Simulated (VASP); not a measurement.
The system is SiNi.

```xyz
2
Lattice="2.8686 0.0000 0.0000 0.0000 2.8686 0.0000 0.0000 0.0000 2.8686" Properties=species:S:1:pos:R:3 pbc="T T T"
Si    0.0000    0.0000    0.0000
Ni    1.4343    1.4343    1.4343
```

| Item | Value |
| --- | --- |
| Program | VASP 6.6.1 |
| Task | relaxation of cell and atoms |
| Functional | PBE |
| Potentials or basis | VASP PAW PBE potentials, release 64 (Si, Ni) |
| Cutoff | 600 eV |
| k mesh | 20 × 20 × 20 |
| Occupations | gaussian, width 0.1 eV |
| Spin | no spin polarisation |

At the start: pressure -5.1 GPa; volume 11.80 Å³/atom.

Where does the relaxation end?

Over 3 steps the energy falls by 6.2 meV/atom and the volume is 11.43 Å³/atom (-3.2 %); space group Pm-3m (No. 221, to 0.05 Å).

The path:
```tsv
step	energy change (eV)	largest force (eV/Å)	pressure (GPa)	volume (Å³)
1	0.0000	0.0000	-5.13	23.61
2	-0.0059	0.0000	4.14	22.34
3	-0.0124	0.0000	0.00	22.86
```

Final structure:
```
Si Ni
1.0
     2.83795    0.00000    0.00000
     0.00000    2.83795    0.00000
     0.00000    0.00000    2.83795
Si Ni
1 1
Direct
  0.00000 0.00000 0.00000
  0.50000 0.50000 0.50000
```
